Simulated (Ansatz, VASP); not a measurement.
## Two plane-wave programs on CdTe

```
Cd Te
1.0
     0.00000    3.27790    3.27790
     3.27790    0.00000    3.27790
     3.27790    3.27790    0.00000
Cd Te
1 1
Direct
  0.00000 0.00000 0.00000
  0.25000 0.25000 0.25000
```

Alike in both runs: task single point; functional r2SCAN; k mesh 8 × 8 × 8; occupations gaussian, width 0.02 eV; no spin polarisation.

```csv
,VASP,Ansatz
version,VASP 6.6.1,Ansatz 0.2.0
potentials or method,"VASP PAW PBE potentials, release 64 (Cd, Te), cutoff 520 eV","scalar-relativistic, plane waves, PAW"
valence electrons in the cell,18,36
```

VASP gave:

```
gap on the k mesh at the Fermi level (eV) : 1.16
least direct gap on the mesh (eV)         : 1.16
pressure (GPa)                            : 0.1
```

Question: What did Ansatz give for the same quantities?

Answer: gap on the k mesh at the Fermi level (eV): 1.17; least direct gap on the mesh (eV): 1.17; pressure (GPa): 0.0.

VASP's potentials were made for PBE, not for r2SCAN. VASP's potentials hold 18 valence electrons a cell and Ansatz's 36, so a difference there can come from the potentials and not from the codes.

Neither program's run includes spin-orbit coupling.
